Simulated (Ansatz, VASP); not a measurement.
## Cu: VASP beside Ansatz

File INCAR:

```
ALGO = Normal ; EDIFF = 1E-7
ENCUT = 520 ; GGA = PE
ISIF = 2 ; ISMEAR = 0
LASPH = T ; LCHARG = F
LREAL = F ; LWAVE = F
NBANDS = 18 ; NELM = 100
PREC = Accurate ; SIGMA = 0.012
```

KPOINTS

```
k-points
0
Gamma
  12 12 7
```

The input POSCAR:

```
Cu
1.0
    2.5340966698      0.0000000000      0.0000000000
   -1.2670483349      2.1945920917      0.0000000000
    0.0000000000      0.0000000000      4.1125710000
Cu
2
Direct
    0.6666666667      0.3333333333      0.7500000000
    0.3333333333      0.6666666667      0.2500000000
```

File input.yaml:

```yaml
crystal:
  lattice:
    - [2.5340966698, 0.0, 0.0]
    - [-1.2670483349, 2.1945920917, 0.0]
    - [0.0, 0.0, 4.112571]
  atoms:
    - { symbol: Cu, position: [0.6666666667, 0.3333333333, 0.75] }
    - { symbol: Cu, position: [0.3333333333, 0.6666666667, 0.25] }
hamiltonian:
  xc: pbe
  pseudopotentials: { kind: paw }
kpoints:
  mp_grid: { grid: [12, 12, 7] }
scf:
  occupations: { method: gaussian, width: 0.012 }
output:
  forces: true
  stress: true
  eigenvalues: true
```

Alike in both runs: task single point; functional PBE; k mesh 12 × 12 × 7; occupations gaussian, width 0.012 eV; no spin polarisation.

|  | VASP | Ansatz |
| --- | --- | --- |
| version | VASP 6.6.1 | Ansatz 0.2.0 |
| potentials or method | VASP PAW PBE potentials, release 64 (Cu) | Ansatz PAW |
| plane-wave cutoff (eV) | 520 | 420 |
| valence electrons in the cell | 22 | 38 |

```tsv
	VASP	Ansatz	Ansatz less VASP
gap on the k mesh at the Fermi level (eV)	none	none	-
pressure (GPa)	7.8	7.3	-0.52
traceless stress, the component that is largest in VASP (GPa)	0.01	0.19	+0.181
```

A gap of «none» marks a metal or a gap that the smearing closes. VASP's potentials hold 22 valence electrons a cell and Ansatz's 38, so a difference there can come from the potentials and not from the codes.
